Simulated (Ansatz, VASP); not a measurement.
Ni in VASP and in Ansatz

INCAR

```
PREC = Accurate
ENCUT = 600
EDIFF = 1E-6
ISMEAR = -1
SIGMA = 0.05
LREAL = F
LASPH = T
NELM = 150
ALGO = Normal
ISIF = 3
LWAVE = F
LCHARG = F
ISPIN = 2
MAGMOM = 1
LORBIT = 11
LMAXMIX = 4
GGA = PE
IBRION = 2
NSW = 60
EDIFFG = -0.01
```

KPOINTS

```
Automatic mesh
0
Gamma
  13 13 13
```

File POSCAR:

```
Ni
1.0
    0.0000000000      1.7375729330      1.7375729330
    1.7375729330      0.0000000000      1.7375729330
    1.7375729330      1.7375729330      0.0000000000
Ni
1
Direct
    0.0000000000      0.0000000000      0.0000000000
```

input.yaml

```yaml
crystal:
  lattice:
    - [0.0, 1.737572933, 1.737572933]
    - [1.737572933, 0.0, 1.737572933]
    - [1.737572933, 1.737572933, 0.0]
  atoms:
    - { symbol: Ni, position: [0.0, 0.0, 0.0], spin: 1.0 }
hamiltonian:
  xc: pbe
  pseudopotentials: { kind: paw }
magnetization:
  spin_polarized: true
kpoints:
  mp_grid: { grid: [13, 13, 13] }
scf:
  occupations: { method: fermi_dirac, width: 0.05 }
output:
  forces: true
  stress: true
  eigenvalues: true
relax:
  f_tol: 0.01
  max_steps: 40
  cell: { stress_tol: 0.05 }
```

Alike in both runs: task relaxation of cell and atoms; functional PBE; k mesh 13 × 13 × 13; occupations fermi-dirac, width 0.05 eV; collinear spin.

```csv
,VASP,Ansatz
version,VASP 6.6.1,Ansatz 0.2.0
potentials or method,"VASP PAW PBE potentials, release 64 (Ni)",Ansatz PAW
plane-wave cutoff (eV),600,420
valence electrons in the cell,10,18
```

```tsv
	VASP	Ansatz	Ansatz less VASP
gap on the k mesh at the Fermi level, each at its own relaxed structure (eV)	none	none	-
net moment per atom (μB)	0.63	0.63	+0.007
size of the moment on the site where the two differ most (μB)	0.64	0.67	+0.033
relaxed volume (Å³/atom)	10.88	10.89	+0.006
relaxed cell length with the largest relative difference (Å)	2.487	2.488	+0.0004
```

Site moments also hang on the region over which each program counts them. A gap of «none» marks a metal or a gap that the smearing closes. VASP's potentials hold 10 valence electrons a cell and Ansatz's 18, so a difference there can come from the potentials and not from the codes.

Noted on Ansatz's run: the plane-wave basis is chosen anew once the cell has moved, so the energies of steps on either side of that aren't comparable.
